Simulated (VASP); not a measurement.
# NaCdI3 (Pm-3m) in VASP: a series of runs

Runs on NaCdI3. Level: r2SCAN. Tasks: single point.

Program: VASP 6.6.1. These are calculated values, not measurements. Logs are shortened: lines on timing, memory, paths and dates and some standing lists are left out, and cuts for length are marked.

### Step 1. The cell of the first run

It takes space group Pm-3m (No. 221, cubic). Conventional cell: a = 5.918 Å, b = 5.918 Å, c = 5.918 Å, α = 90.00°, β = 90.00°, γ = 90.00°. Na (site symmetry m-3m) has 12 I at 4.18 Å and 8 Cd at 5.13 Å within 5.5 Å. Within 3.9 Å of Cd (site symmetry m-3m) lie 6 I at 2.96 Å. Within 3.9 Å of I (site symmetry 4/mmm) lie 2 Cd at 2.96 Å.

### Step 2. Single point, r2SCAN

Contents of POSCAR:

```
NaCdI3
1.0
    5.9183503082      0.0000000000      0.0000000000
    0.0000000000      5.9183503082      0.0000000000
    0.0000000000      0.0000000000      5.9183503082
Na Cd I
1 1 3
Direct
    0.0000000000      0.0000000000      0.0000000000
    0.5000000000      0.5000000000      0.5000000000
    0.5000000000      0.5000000000      0.0000000000
    0.5000000000      0.0000000000      0.5000000000
    0.0000000000      0.5000000000      0.5000000000
```

Contents of INCAR.step1:

```
PREC = Accurate
ENCUT = 520
ISMEAR = -1
SIGMA = 0.02
LREAL = False
LASPH = True
NELM = 80
NBANDS = 28
GGA = PE
ALGO = Normal
EDIFF = 1E-4
LWAVE = True
LCHARG = False
```

Contents of INCAR.step2:

```
PREC = Accurate
ENCUT = 520
EDIFF = 1E-6
ISMEAR = -1
SIGMA = 0.02
LREAL = False
LASPH = True
NELM = 80
ALGO = Normal
ISIF = 2
LWAVE = False
LCHARG = False
METAGGA = R2SCAN
LMIXTAU = True
NBANDS = 28
ISTART = 1
```

Contents of KPOINTS:

```
regular mesh
0
Gamma
  4 4 4
```

Potentials or basis: VASP PAW PBE potentials, release 64 (Na_pv, Cd, I).

Run with:

```
> cat potpaw_PBE.64/Na_pv/POTCAR potpaw_PBE.64/Cd/POTCAR potpaw_PBE.64/I/POTCAR > POTCAR
> cp INCAR.step1 INCAR
> mpirun -np 1 vasp_std > vasp.out
> cp INCAR.step2 INCAR
> mpirun -np 1 vasp_std > vasp.out
```

OUTCAR:

```text
PREC = Accurate
   ENCUT = 520
   EDIFF = 1E-6
   ISMEAR = -1
   LREAL = False
   LASPH = True
   NELM = 80
   ISIF = 2
   METAGGA = R2SCAN
   ISTART = 1

 ion  position               nearest neighbor table
   1  0.000  0.000  0.000-
   2  0.500  0.500  0.500-   3 2.96   4 2.96   5 2.96   3 2.96   4 2.96   5 2.96
   3  0.500  0.500  0.000-   2 2.96   2 2.96
   4  0.500  0.000  0.500-   2 2.96   2 2.96
   5  0.000  0.500  0.500-   2 2.96   2 2.96

  LATTYP: Found a simple cubic cell.
 ALAT       =     5.9183503082

  Lattice vectors:

 A1 = (   5.9183503082,   0.0000000000,   0.0000000000)
 A2 = (   0.0000000000,   5.9183503082,   0.0000000000)
 A3 = (   0.0000000000,   0.0000000000,   5.9183503082)

Analysis of symmetry for initial positions (statically):
=====================================================================
 Subroutine PRICEL returns:
 Original cell was already a primitive cell.

 Routine SETGRP: Setting up the symmetry group for a
 simple cubic supercell.

 Subroutine GETGRP returns: Found 48 space group operations
 (whereof 48 operations were pure point group operations)
 out of a pool of 48 trial point group operations.

The static configuration has the point symmetry O_h .

Analysis of symmetry for dynamics (positions and initial velocities):
=====================================================================
 Subroutine PRICEL returns:
 Original cell was already a primitive cell.

 Routine SETGRP: Setting up the symmetry group for a
 simple cubic supercell.

 Subroutine GETGRP returns: Found 48 space group operations
 (whereof 48 operations were pure point group operations)
 out of a pool of 48 trial point group operations.

The dynamic configuration has the point symmetry O_h .

 Subroutine INISYM returns: Found 48 space group operations
 (whereof 48 operations are pure point group operations),
 and found     1 'primitive' translations

----------------------------------------------------------------------------------------

                                     Primitive cell

  volume of cell :     207.3013

  direct lattice vectors                    reciprocal lattice vectors
     5.918350308  0.000000000  0.000000000     0.168966004  0.000000000  0.000000000
     0.000000000  5.918350308  0.000000000     0.000000000  0.168966004  0.000000000
     0.000000000  0.000000000  5.918350308     0.000000000  0.000000000  0.168966004

  length of vectors
[... 72 lines left out ...]
   NELM   =     80;   NELMIN=  2; NELMDL=  0     # of ELM steps
   EDIFF  = 0.1E-05   stopping-criterion for ELM
   LREAL  =      F    real-space projection
   EDIFFG = 0.1E-04   stopping-criterion for IOM
   NSW    =      0    number of steps for IOM
   IBRION =     -1    ionic relax: 0-MD 1-quasi-New 2-CG
   NFREE  =      0    steps in history (QN), initial steepest desc. (CG)
   ISIF   =      2    stress and relaxation
   ISYM   =      2    0-nonsym 1-usesym 2-fastsym
   POTIM  = 0.5000    time-step for ionic-motion
   TEBEG  =    0.0;   TEEND  =   0.0 temperature during run
   PSTRESS=    0.0 pullay stress
   NELECT =      40.0000    total number of electrons
   NUPDOWN=      -1.0000    fix difference up-down
   EMIN   =  10.00;   EMAX   =-10.00  energy-range for DOS
   EFERMI =   0.00;   METHOD = LEGACY
   ISMEAR =    -1;   SIGMA  =   0.02  broadening in eV -4-tet -1-fermi 0-gaus
   EFERMI_NEDOS =   21; number of points for ismear=-14 and -15
   IALGO  =     38    algorithm
   IMIX   =      4    mixing-type and parameters
     AMIX     =   0.40;   BMIX     =  1.00
     AMIX_MAG =   1.60;   BMIX_MAG =  1.00
  volume/ion in A,a.u.               =      41.46       279.79
  Fermi-wavevector in a.u.,A,eV,Ry     =   0.946007  1.787693 12.176241  0.894928
  Thomas-Fermi vector in A             =   2.073963
   LORBIT       =      0    0 simple, 1 ext, 2 COOP (PROOUT), +10 PAW based schemes
   METAGGA = R2SCAN    functional components
   LHFCALC =     F    Hartree Fock is set to
   AEXX    =    0.0000 exact exchange contribution
   IVDW    =     0    specifies the selected vdW correction
   LEPSILON=     F    determine dielectric tensor
   LRPA    =     F    only Hartree local field effects (RPA)
 non-spin polarized calculation
  energy-cutoff  :      520.00
  volume of cell :      207.30
 maximum number of plane-waves:      5628
 NGX is ok and might be reduce to    48
   NGX = 23   NGY = 23   NGZ = 23

 number of electron      40.0000004 magnetization

 Free energy of the ion-electron system (eV)
  ---------------------------------------------------
  ext. energy  EPLUGINS =         0.00000000
  ---------------------------------------------------
  free energy    TOTEN  =      -101.30463127 eV

  energy without entropy =     -101.30430502  energy(sigma->0) =     -101.30446814

 E-fermi :   0.7450     XC(G=0):  -7.7684

 val. band max:        0.6412470871   @ k =   0.5000   0.5000   0.5000
 cond. band min:       0.8039000595   @ k =   0.0000   0.0000   0.0000
 fundamental gap:      0.1626529724
 Fermi energy:         0.7450450448

 k-point     1 :       0.0000    0.0000    0.0000
  band No.  band energies     occupation
      1     -24.6555      2.00000
      2     -24.6555      2.00000
      3     -24.6555      2.00000
      4     -11.5744      2.00000
      5     -10.9514      2.00000
      6     -10.9514      2.00000
[... 299 lines left out ...]
     27       8.5779      0.00000
     28       8.5779      0.00000

------------------------ aborting loop because EDIFF is reached ----------------------------------------

  FORCE on cell =-STRESS in cart. coord.  units (eV):
  Direction    XX          YY          ZZ          XY          YZ          ZX
  --------------------------------------------------------------------------------------
  -------------------------------------------------------------------------------------
  Total        0.0994513      0.0994513      0.0994513     -0.0000000     -0.0000000     -0.0000000
  in kB        0.7686334      0.7686334      0.7686334     -0.0000000     -0.0000000     -0.0000000
  external PRESSURE =       0.7686334 kB  Pullay stress =       0.0000000 kB

 VOLUME and BASIS-vectors are now :
 -----------------------------------------------------------------------------
  energy-cutoff  :      520.00
  volume of cell :      207.30
      direct lattice vectors                 reciprocal lattice vectors
     5.918350308  0.000000000  0.000000000     0.168966004  0.000000000  0.000000000
     0.000000000  5.918350308  0.000000000     0.000000000  0.168966004  0.000000000
     0.000000000  0.000000000  5.918350308     0.000000000  0.000000000  0.168966004

 POSITION                                       TOTAL-FORCE (eV/Angst)
 -----------------------------------------------------------------------------------
      0.00000      0.00000      0.00000         0.000000      0.000000      0.000000
      2.95918      2.95918      2.95918         0.000000      0.000000      0.000000
      2.95918      2.95918      0.00000         0.000000      0.000000      0.000000
      2.95918      0.00000      2.95918         0.000000      0.000000      0.000000
      0.00000      2.95918      2.95918         0.000000      0.000000      0.000000
 -----------------------------------------------------------------------------------
    total drift:                                0.000000     -0.000000     -0.000000

  FREE ENERGIE OF THE ION-ELECTRON SYSTEM (eV)
  ---------------------------------------------------
  free  energy   TOTEN  =      -101.3046312659 eV

  energy  without entropy=     -101.3043050156  energy(sigma->0) =     -101.30446814
```

OUTCAR.step1:

```text
PREC = Accurate
   ENCUT = 520
   ISMEAR = -1
   LREAL = False
   LASPH = True
   NELM = 80
[... 524 lines left out ...]
      2.95918      2.95918      0.00000         0.000000      0.000000      0.000000
      2.95918      0.00000      2.95918         0.000000      0.000000      0.000000
      0.00000      2.95918      2.95918         0.000000      0.000000      0.000000
 -----------------------------------------------------------------------------------
    total drift:                                0.000000     -0.000000     -0.000000

  FREE ENERGIE OF THE ION-ELECTRON SYSTEM (eV)
  ---------------------------------------------------
  free  energy   TOTEN  =        -9.8581663285 eV

  energy  without entropy=       -9.8560217079  energy(sigma->0) =       -9.85709402
```

OSZICAR.step1:

```text
N       E                     dE             d eps       ncg     rms          rms(c)
DAV:   1     0.285829203310E+03    0.28583E+03   -0.16785E+04   568   0.122E+03
DAV:   2     0.124617037587E+02   -0.27337E+03   -0.26466E+03   644   0.285E+02
DAV:   3    -0.100096742365E+02   -0.22471E+02   -0.22312E+02   648   0.863E+01
DAV:   4    -0.106012813913E+02   -0.59161E+00   -0.59113E+00   720   0.143E+01
DAV:   5    -0.106111971907E+02   -0.99158E-02   -0.99154E-02   716   0.184E+00    0.625E+00
DAV:   6    -0.997566584713E+01    0.63553E+00   -0.92383E-01   616   0.745E+00    0.539E+00
DAV:   7    -0.986562096811E+01    0.11004E+00   -0.44790E-01   668   0.318E+00    0.228E+00
DAV:   8    -0.985979126912E+01    0.58297E-02   -0.53519E-02   600   0.199E+00    0.609E-01
DAV:   9    -0.985883654933E+01    0.95472E-03   -0.12613E-02   560   0.983E-01    0.135E-01
DAV:  10    -0.985812982428E+01    0.70673E-03   -0.25279E-03   664   0.469E-01    0.916E-02
DAV:  11    -0.985823639659E+01   -0.10657E-03   -0.17740E-03   588   0.255E-01    0.515E-02
DAV:  12    -0.985816632847E+01    0.70068E-04   -0.25468E-04   560   0.138E-01
   1 F= -.98581663E+01 E0= -.98570940E+01  d E =-.214462E-02
```

Wall time 2.7 min (1 thread of AMD EPYC 9R45 (Zen 5), shared host); peak memory 0.36 GiB.

What came out:

```yaml
Free_energy: -101.3046 eV
Pressure: 0.1 GPa
Band_gap_on_the_k_mesh: 0.16 eV (least direct gap 0.71 eV)
```

Levels at points of the mesh, in eV from the valence-band top:
```csv
k point,band 16,band 17,band 18,band 19,band 20,band 21,band 22,band 23,band 24,band 25
"(0.00, 0.00, 0.00)",-0.79,-0.79,-0.55,-0.55,-0.55,0.16,3.10,6.18,6.18,6.62
"(0.50, 0.00, 0.00)",-1.11,-1.11,-0.98,-0.63,-0.63,3.03,4.42,5.12,6.52,6.82
"(0.50, 0.50, 0.00)",-1.30,-1.07,-1.07,-0.20,-0.01,4.63,4.64,5.49,5.49,5.85
"(0.50, 0.50, 0.50)",-0.18,-0.18,0.00,0.00,0.00,3.37,4.85,4.85,4.85,6.28
```

Caveat: the PAW data sets were made with another functional, which shifts forces and pressure a little; spin-orbit coupling is left out, which moves the levels of the heavy elements.

(Continued in part 2 of 2.)
